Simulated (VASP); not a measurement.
Input of a VASP 6.6.1 run:

Contents of INCAR:

```
ALGO = Normal ; EDIFF = 1E-6
EDIFFG = -0.005 ; ENCUT = 600
GGA = PE ; IBRION = 2
ISIF = 3 ; ISMEAR = -1
LASPH = T ; LCHARG = F
LREAL = F ; LWAVE = F
NELM = 80 ; NSW = 100
PREC = Accurate ; SIGMA = 0.08
```

File KPOINTS:

```
k-points
0
Gamma
  16 16 16
```

The input POSCAR:

```
Ge
1.0
    0.0000000000      1.7726105976      1.7726105976
    1.7726105976      0.0000000000      1.7726105976
    1.7726105976      1.7726105976      0.0000000000
Ge
1
Direct
    0.0000000000      0.0000000000      0.0000000000
```

Potentials or basis: VASP PAW PBE potentials, release 64 (Ge_d).

Run with:

```console
$ cat potpaw_PBE.64/Ge_d/POTCAR > POTCAR
$ mpirun -np 1 vasp_std > vasp.out
```

Estimate the space group after relaxing (to 0.05 Å).

Fm-3m (No. 225).

What does it give for the relaxed volume?

19.43 Å³/atom.

Final structure:
```cif
data_structure
_symmetry_space_group_name_H-M 'P 1'
_symmetry_Int_Tables_number 1
_cell_length_a 3.0176
_cell_length_b 3.0176
_cell_length_c 3.0176
_cell_angle_alpha 60.000
_cell_angle_beta 60.000
_cell_angle_gamma 60.000
_cell_volume 19.43
loop_
_atom_site_label
_atom_site_type_symbol
_atom_site_fract_x
_atom_site_fract_y
_atom_site_fract_z
_atom_site_occupancy
Ge1 Ge 0.00000 0.00000 0.00000 1
```

Caveat: the volume moved by over 15 % at a fixed basis, so the end points are rough.
